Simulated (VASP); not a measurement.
# NaCl: relaxation of cell and atoms with LDA

Crystal: NaCl.

```
Na Cl
1.0
     0.00000    2.73220    2.73220
     2.73220    0.00000    2.73220
     2.73220    2.73220    0.00000
Na Cl
1 1
Direct
  0.00000 0.00000 0.00000
  0.50000 0.50000 0.50000
```

```yaml
Program: VASP 6.6.1
Task: relaxation of cell and atoms
Functional: LDA
Potentials_or_basis: VASP PAW LDA potentials, release 64 (Na_pv, Cl)
Cutoff: 600 eV
k_mesh: 8 × 8 × 8
Occupations: gaussian, width 0.01 eV
Spin: no spin polarisation
Target_pressure: 2 GPa
Dipole_correction: no
Further_INCAR_settings: ALGO = Normal; EDIFF = 1e-07; IBRION = 2; EDIFFG = -0.002; NSW = 100; ISIF = 3
```

* Relaxed volume: 19.33 Å³/atom
* Relaxed cell: a = 3.795 Å, b = 3.795 Å, c = 3.795 Å, α = 60.00°, β = 60.00°, γ = 60.00°
* Space group after relaxing (to 0.05 Å): Fm-3m (No. 225)
* Energy change on relaxing (the enthalpy is what falls): +6.4 meV/atom
* Ionic steps: 5
* Pressure after relaxing: 2.0 GPa
* Band gap on the k mesh: 5.32 eV, direct

Step by step:
| step | energy change (eV) | largest force (eV/Å) | pressure (GPa) | volume (Å³) |
| --- | --- | --- | --- | --- |
| 1 | 0.0000 | 0.0000 | 0.03 | 40.79 |
| 2 | 0.0059 | 0.0000 | 1.31 | 39.33 |
| 3 | 0.0126 | 0.0000 | 1.95 | 38.68 |
| 4 | 0.0132 | 0.0000 | 2.04 | 38.63 |
| 5 | 0.0128 | 0.0000 | 1.99 | 38.66 |

Final structure:
```
Na Cl
1.0
     0.00000    2.68373    2.68373
     2.68373    0.00000    2.68373
     2.68373    2.68373    0.00000
Na Cl
1 1
Cartesian
  2.6837 2.6837 5.3675
  2.6837 2.6837 2.6837
```

Levels at points of the mesh, in eV from the valence-band top:
```csv
k point,band 3,band 4,band 5,band 6,band 7,band 8,band 9,band 10,band 11
"(0.00, 0.00, 0.00)",-20.56,-12.98,0.00,0.00,0.00,5.32,10.96,10.96,10.96
"(0.50, 0.00, 0.00)",-20.57,-12.43,-2.53,-0.37,-0.37,7.14,11.02,11.02,11.52
"(0.50, 0.50, 0.00)",-20.58,-12.38,-2.18,-0.79,-0.79,7.56,7.59,12.04,15.70
```

Run time: 28 s on 1 thread of Intel(R) Xeon(R) Platinum 8259CL CPU @ 2.50GHz (Skylake/Cascade Lake) (shared host), peak memory 0.15 GiB.

Caveat: the cell is relaxed towards a set pressure, so the enthalpy falls and the energy may rise. LDA usually gives volumes a few per cent too small.
